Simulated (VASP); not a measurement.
# GaC3 (Pm-3m) in VASP: notebook

GaC3 is run at these levels: LDA; tasks: single point.

All numbers are computed with VASP 6.6.1; they aren't measurements. Logs are shortened: lines on timing, memory, paths and dates and some standing lists are left out, and cuts for length are marked.

## Step 1: The cell of the first run

Symmetry: Pm-3m, No. 221, cubic system. Conventional cell: a = 3.251 Å, b = 3.251 Å, c = 3.251 Å, α = 90.00°, β = 90.00°, γ = 90.00°. Within 3.0 Å of Ga (site symmetry m-3m) lie 12 C at 2.30 Å. C (site symmetry 4/mmm) has 4 Ga at 2.30 Å and 8 C at 2.30 Å within 3.0 Å.

## Step 2: Single point, LDA

INCAR

```
  ALGO = Normal
  EDIFF = 1E-6
  ENCUT = 520
  GGA = CA
  ISIF = 2
  ISMEAR = 0
  LASPH = True
  LCHARG = False
  LREAL = False
  LWAVE = False
  NBANDS = 20
  NELM = 80
  PREC = Accurate
  SIGMA = 0.1
```

KPOINTS

```
k-points
0
Gamma
  7 7 7
```

POSCAR

```
GaC3
1.0
    3.2511953563      0.0000000000      0.0000000000
    0.0000000000      3.2511953563      0.0000000000
    0.0000000000      0.0000000000      3.2511953563
Ga C
1 3
Direct
    0.0000000000      0.0000000000      0.0000000000
    0.0000000000      0.5000000000      0.5000000000
    0.5000000000      0.0000000000      0.5000000000
    0.5000000000      0.5000000000      0.0000000000
```

Potentials or basis: VASP PAW LDA potentials, release 64 (Ga_d, C).

Launch:

```bash
$ cat potpaw_LDA.64/Ga_d/POTCAR potpaw_LDA.64/C/POTCAR > POTCAR
$ mpirun -np 1 vasp_std > vasp.out
```

OUTCAR:

```text
EDIFF = 1E-6
   ENCUT = 520
   GGA = CA
   ISIF = 2
   ISMEAR = 0
   LASPH = True
   LREAL = False
   NELM = 80
   PREC = Accurate

 ion  position               nearest neighbor table
   1  0.000  0.000  0.000-   2 2.30   3 2.30   4 2.30   2 2.30   3 2.30   2 2.30   4 2.30   2 2.30
                             3 2.30   4 2.30   3 2.30   4 2.30
   2  0.000  0.500  0.500-   1 2.30   1 2.30   1 2.30   1 2.30
   3  0.500  0.000  0.500-   1 2.30   1 2.30   1 2.30   1 2.30
   4  0.500  0.500  0.000-   1 2.30   1 2.30   1 2.30   1 2.30

  LATTYP: Found a simple cubic cell.
 ALAT       =     3.2511953563

  Lattice vectors:

 A1 = (   3.2511953563,   0.0000000000,   0.0000000000)
 A2 = (   0.0000000000,   3.2511953563,   0.0000000000)
 A3 = (   0.0000000000,   0.0000000000,   3.2511953563)

Analysis of symmetry for initial positions (statically):
=====================================================================
 Subroutine PRICEL returns:
 Original cell was already a primitive cell.

 Routine SETGRP: Setting up the symmetry group for a
 simple cubic supercell.

 Subroutine GETGRP returns: Found 48 space group operations
 (whereof 48 operations were pure point group operations)
 out of a pool of 48 trial point group operations.

The static configuration has the point symmetry O_h .

Analysis of symmetry for dynamics (positions and initial velocities):
=====================================================================
 Subroutine PRICEL returns:
 Original cell was already a primitive cell.

 Routine SETGRP: Setting up the symmetry group for a
 simple cubic supercell.

 Subroutine GETGRP returns: Found 48 space group operations
 (whereof 48 operations were pure point group operations)
 out of a pool of 48 trial point group operations.

The dynamic configuration has the point symmetry O_h .

 Subroutine INISYM returns: Found 48 space group operations
 (whereof 48 operations are pure point group operations),
 and found     1 'primitive' translations

----------------------------------------------------------------------------------------

                                     Primitive cell

  volume of cell :      34.3660

  direct lattice vectors                    reciprocal lattice vectors
     3.251195356  0.000000000  0.000000000     0.307579179  0.000000000  0.000000000
     0.000000000  3.251195356  0.000000000     0.000000000  0.307579179  0.000000000
     0.000000000  0.000000000  3.251195356     0.000000000  0.000000000  0.307579179

  length of vectors
     3.251195356  3.251195356  3.251195356     0.307579179  0.307579179  0.307579179

  position of ions in fractional coordinates (direct lattice)
     0.000000000  0.000000000  0.000000000
     0.000000000  0.500000000  0.500000000
     0.500000000  0.000000000  0.500000000
     0.500000000  0.500000000  0.000000000

  ion indices of the primitive-cell ions
   primitive index   ion index
                 1           1
                 2           2
                 3           3
                 4           4

----------------------------------------------------------------------------------------

 KPOINTS: k-points

Automatic generation of k-mesh.
 Grid dimensions read from file:
 generate k-points for:    7    7    7

 Generating k-lattice:

  Cartesian coordinates                     Fractional coordinates (reciprocal lattice)
     0.043939883  0.000000000  0.000000000     0.142857143  0.000000000  0.000000000
     0.000000000  0.043939883  0.000000000     0.000000000  0.142857143  0.000000000
     0.000000000  0.000000000  0.043939883     0.000000000  0.000000000  0.142857143

  Length of vectors
     0.043939883  0.043939883  0.043939883

  Shift w.r.t. Gamma in fractional coordinates (k-lattice)
     0.000000000  0.000000000  0.000000000

 Subroutine IBZKPT returns following result:
 ===========================================

 Found     20 irreducible k-points:

 Following reciprocal coordinates:
            Coordinates               Weight
  0.000000  0.000000  0.000000      1.000000
  0.142857  0.000000  0.000000      6.000000
  0.285714  0.000000  0.000000      6.000000
  0.428571  0.000000  0.000000      6.000000
  0.142857  0.142857  0.000000     12.000000
  0.285714  0.142857  0.000000     24.000000
[... 12 lines left out ...]
  0.428571  0.428571  0.285714     24.000000
  0.428571  0.428571  0.428571      8.000000
   k-points           NKPTS =     20   k-points in BZ     NKDIM =     20   number of bands    NBANDS=     20
   number of dos      NEDOS =    301   number of ions     NIONS =      4
   total plane-waves  NPLWV =  13824
   dimension x,y,z NGX =    24 NGY =   24 NGZ =   24
   dimension x,y,z NGXF=    48 NGYF=   48 NGZF=   48
   ions per type =               1   3
   NGX,Y,Z   is equivalent  to a cutoff of  12.27, 12.27, 12.27 a.u.
   NGXF,Y,Z  is equivalent  to a cutoff of  24.54, 24.54, 24.54 a.u.
 SYSTEM =  unknown system
   PREC   = accura    normal or accurate (medium, high low for compatibility)
   ISTART =      0    job   : 0-new  1-cont  2-samecut
   ICHARG =      2    charge: 1-file 2-atom 10-const
   ISPIN  =      1    spin polarized calculation?
   LNONCOLLINEAR =      F non collinear calculations
   LSORBIT =      F    spin-orbit coupling
   LASPH  =      T    aspherical Exc in radial PAW
   ENCUT  =  520.0 eV  38.22 Ry    6.18 a.u.   6.05  6.05  6.05*2*pi/ulx,y,z
   NELM   =     80;   NELMIN=  2; NELMDL= -5     # of ELM steps
   EDIFF  = 0.1E-05   stopping-criterion for ELM
   LREAL  =      F    real-space projection
   EDIFFG = 0.1E-04   stopping-criterion for IOM
   NSW    =      0    number of steps for IOM
   IBRION =     -1    ionic relax: 0-MD 1-quasi-New 2-CG
   NFREE  =      0    steps in history (QN), initial steepest desc. (CG)
   ISIF   =      2    stress and relaxation
   ISYM   =      2    0-nonsym 1-usesym 2-fastsym
   POTIM  = 0.5000    time-step for ionic-motion
   TEBEG  =    0.0;   TEEND  =   0.0 temperature during run
   PSTRESS=    0.0 pullay stress
   NELECT =      25.0000    total number of electrons
   NUPDOWN=      -1.0000    fix difference up-down
   EMIN   =  10.00;   EMAX   =-10.00  energy-range for DOS
   EFERMI =   0.00;   METHOD = LEGACY
   ISMEAR =     0;   SIGMA  =   0.10  broadening in eV -4-tet -1-fermi 0-gaus
   EFERMI_NEDOS =   21; number of points for ismear=-14 and -15
   IALGO  =     38    algorithm
   IMIX   =      4    mixing-type and parameters
     AMIX     =   0.40;   BMIX     =  1.00
     AMIX_MAG =   1.60;   BMIX_MAG =  1.00
  volume/ion in A,a.u.               =       8.59        57.98
  Fermi-wavevector in a.u.,A,eV,Ry     =   1.472352  2.782343 29.495003  2.167822
  Thomas-Fermi vector in A             =   2.587377
   LORBIT       =      0    0 simple, 1 ext, 2 COOP (PROOUT), +10 PAW based schemes
   GGA     = CA    functional components
   LHFCALC =     F    Hartree Fock is set to
   AEXX    =    0.0000 exact exchange contribution
   IVDW    =     0    specifies the selected vdW correction
   LEPSILON=     F    determine dielectric tensor
   LRPA    =     F    only Hartree local field effects (RPA)
 non-spin polarized calculation
 Gauss-broadening in eV      SIGMA  =   0.10
  energy-cutoff  :      520.00
  volume of cell :       34.37
 maximum number of plane-waves:       940
   NGX = 13   NGY = 13   NGZ = 13

 number of electron      25.0000026 magnetization

 Free energy of the ion-electron system (eV)
  ---------------------------------------------------
  ext. energy  EPLUGINS =         0.00000000
  ---------------------------------------------------
  free energy    TOTEN  =       -20.93079387 eV

  energy without entropy =      -20.92331754  energy(sigma->0) =      -20.92705571

 E-fermi :   8.0936     XC(G=0): -13.0837

 val. band max:        7.9879408957   @ k =   0.2857   0.0000   0.0000
 cond. band min:       8.1127371914   @ k =   0.2857   0.1429   0.0000
 fundamental gap:      0.1247962958
 Fermi energy:         8.0936399327

 k-point     1 :       0.0000    0.0000    0.0000
  band No.  band energies     occupation
      1      -9.0791      2.00000
      2      -7.1334      2.00000
      3      -7.1334      2.00000
      4      -6.8849      2.00000
      5      -6.8849      2.00000
      6      -6.8849      2.00000
[... 12 lines left out ...]
     19      20.5764      0.00000
     20      20.5764      0.00000

 k-point     2 :       0.1429    0.0000    0.0000
  band No.  band energies     occupation
      1      -8.8274      2.00000
      2      -7.1243      2.00000
      3      -7.1119      2.00000
      4      -6.9090      2.00000
      5      -6.9090      2.00000
      6      -6.8837      2.00000
[... 12 lines left out ...]
     19      19.8653      0.00000
     20      20.7865      0.00000

 k-point     3 :       0.2857    0.0000    0.0000
  band No.  band energies     occupation
      1      -8.0970      2.00000
      2      -7.1037      2.00000
      3      -7.0472      2.00000
      4      -6.9620      2.00000
      5      -6.9620      2.00000
      6      -6.8811      2.00000
[... 12 lines left out ...]
     19      18.5129      0.00000
     20      19.4561      0.00000

 k-point     4 :       0.4286    0.0000    0.0000
  band No.  band energies     occupation
      1      -7.2637      2.00000
      2      -7.0872      2.00000
      3      -7.0033      2.00000
      4      -7.0033      2.00000
      5      -6.8791      2.00000
      6      -6.6717      2.00000
[... 12 lines left out ...]
     19      16.8466      0.00000
     20      18.5777      0.00000

 k-point     5 :       0.1429    0.1429    0.0000
  band No.  band energies     occupation
      1      -8.5804      2.00000
      2      -7.1105      2.00000
      3      -7.0947      2.00000
      4      -6.9296      2.00000
      5      -6.9106      2.00000
      6      -6.9038      2.00000
[... 12 lines left out ...]
     19      19.3185      0.00000
     20      19.8718      0.00000

 k-point     6 :       0.2857    0.1429    0.0000
  band No.  band energies     occupation
      1      -7.8802      2.00000
      2      -7.0924      2.00000
      3      -7.0496      2.00000
      4      -6.9592      2.00000
      5      -6.9301      2.00000
      6      -6.9029      2.00000
[... 12 lines left out ...]
     19      17.8435      0.00000
     20      18.4892      0.00000

 k-point     7 :       0.4286    0.1429    0.0000
  band No.  band energies     occupation
      1      -7.2216      2.00000
      2      -7.1022      2.00000
      3      -7.0558      2.00000
      4      -6.9993      2.00000
      5      -6.9000      2.00000
      6      -6.3715      2.00000
[... 12 lines left out ...]
     19      16.9388      0.00000
     20      17.5149      0.00000
[... 185 lines left out ...]
 k-point    16 :       0.4286    0.4286    0.1429
  band No.  band energies     occupation
      1      -7.3514      2.00000
      2      -7.0474      2.00000
      3      -7.0388      2.00000
      4      -7.0035      2.00000
      5      -6.8373      2.00000
      6      -4.2170      2.00000
[... 12 lines left out ...]
     19      17.0483      0.00000
     20      19.7312      0.00000

 k-point    17 :       0.2857    0.2857    0.2857
  band No.  band energies     occupation
      1      -7.2831      2.00000
      2      -7.0849      2.00000
      3      -7.0849      2.00000
      4      -6.9415      2.00000
      5      -6.9415      2.00000
      6      -5.8023      2.00000
[... 12 lines left out ...]
     19      16.5479      0.00000
     20      20.7762      0.00000

 k-point    18 :       0.4286    0.2857    0.2857
  band No.  band energies     occupation
      1      -7.2670      2.00000
      2      -7.1427      2.00000
      3      -7.0936      2.00000
      4      -6.9333      2.00000
      5      -6.8834      2.00000
      6      -4.6309      2.00000
[... 12 lines left out ...]
     19      18.4175      0.00000
     20      20.1970      0.00000

 k-point    19 :       0.4286    0.4286    0.2857
  band No.  band energies     occupation
      1      -7.2921      2.00000
      2      -7.1570      2.00000
      3      -7.1492      2.00000
      4      -6.9036      2.00000
      5      -6.8292      2.00000
      6      -3.4571      2.00000
[... 12 lines left out ...]
     19      19.7914      0.00000
     20      21.0789      0.00000

 k-point    20 :       0.4286    0.4286    0.4286
  band No.  band energies     occupation
      1      -7.2533      2.00000
      2      -7.2263      2.00000
      3      -7.2263      2.00000
      4      -6.8238      2.00000
      5      -6.8238      2.00000
      6      -2.2938      2.00000
[... 12 lines left out ...]
     19      21.4335      0.00000
     20      22.0498      0.00000

------------------------ aborting loop because EDIFF is reached ----------------------------------------

  FORCE on cell =-STRESS in cart. coord.  units (eV):
  Direction    XX          YY          ZZ          XY          YZ          ZX
  --------------------------------------------------------------------------------------
  -------------------------------------------------------------------------------------
  Total        0.6380341      0.6380341      0.6380341      0.0000000      0.0000000      0.0000000
  in kB       29.7457738     29.7457738     29.7457738      0.0000000      0.0000000      0.0000000
  external PRESSURE =      29.7457738 kB  Pullay stress =       0.0000000 kB

 VOLUME and BASIS-vectors are now :
 -----------------------------------------------------------------------------
  energy-cutoff  :      520.00
  volume of cell :       34.37
      direct lattice vectors                 reciprocal lattice vectors
     3.251195356  0.000000000  0.000000000     0.307579179  0.000000000  0.000000000
     0.000000000  3.251195356  0.000000000     0.000000000  0.307579179  0.000000000
     0.000000000  0.000000000  3.251195356     0.000000000  0.000000000  0.307579179

 POSITION                                       TOTAL-FORCE (eV/Angst)
 -----------------------------------------------------------------------------------
      0.00000      0.00000      0.00000         0.000000      0.000000      0.000000
      0.00000      1.62560      1.62560         0.000000      0.000000      0.000000
      1.62560      0.00000      1.62560         0.000000      0.000000      0.000000
      1.62560      1.62560      0.00000         0.000000      0.000000      0.000000
 -----------------------------------------------------------------------------------
    total drift:                                0.000000     -0.000000     -0.000000

  FREE ENERGIE OF THE ION-ELECTRON SYSTEM (eV)
  ---------------------------------------------------
  free  energy   TOTEN  =       -20.9307938702 eV

  energy  without entropy=      -20.9233175416  energy(sigma->0) =      -20.92705571
```

It took 8.7 s on 1 thread of AMD EPYC 9R45 (Zen 5), shared host; peak memory 0.1 GiB.

What came out:

```yaml
Free_energy: -20.9308 eV
Pressure: 3.0 GPa
```

## Step 3: Single point, LDA

This run uses another cell than the first one, of 8.77 Å³/atom, 1.021 times its volume.

INCAR

```
SYSTEM = GaC3
  PREC = Accurate
  ENCUT = 520
  EDIFF = 1E-7
  ISMEAR = 0
  SIGMA = 0.1
  LREAL = .FALSE.
  LASPH = .TRUE.
  NELM = 100
  ALGO = Normal
  ISIF = 2
  LWAVE = .FALSE.
  LCHARG = .TRUE.
  GGA = CA
  LELF = .TRUE.
  LVHAR = .TRUE.
  NBANDS = 20
```

KPOINTS

```
Automatic mesh
0
G
  7 7 7
  0 0 0
```

POSCAR

```
GaC3
1.0
    3.2740918527      0.0000000000      0.0000000000
    0.0000000000      3.2740918527      0.0000000000
    0.0000000000      0.0000000000      3.2740918527
Ga C
1 3
Direct
    0.0000000000      0.0000000000      0.0000000000
    0.0000000000      0.5000000000      0.5000000000
    0.5000000000      0.0000000000      0.5000000000
    0.5000000000      0.5000000000      0.0000000000
```

Potentials or basis: VASP PAW LDA potentials, release 64 (Ga_d, C).

Launch:

```bash
$ cat potpaw_LDA.64/Ga_d/POTCAR potpaw_LDA.64/C/POTCAR > POTCAR
$ mpirun -np 1 vasp_std > vasp.out
```

Wall time 11 s (1 thread of AMD EPYC 9R45 (Zen 5), shared host); peak memory 0.09 GiB.

The run converged. Its results:

```yaml
Free_energy: -20.9355 eV
Pressure: -0.9 GPa
```

Levels at points of the mesh, in eV from the Fermi level:
| k point | band 9 | band 10 | band 11 | band 12 | band 13 | band 14 | band 15 | band 16 |
| --- | --- | --- | --- | --- | --- | --- | --- | --- |
| (0.00, 0.00, 0.00) | -5.63 | -5.63 | -5.63 | 0.06 | 1.31 | 1.31 | 1.31 | 3.96 |

[end of part 1 of 2]
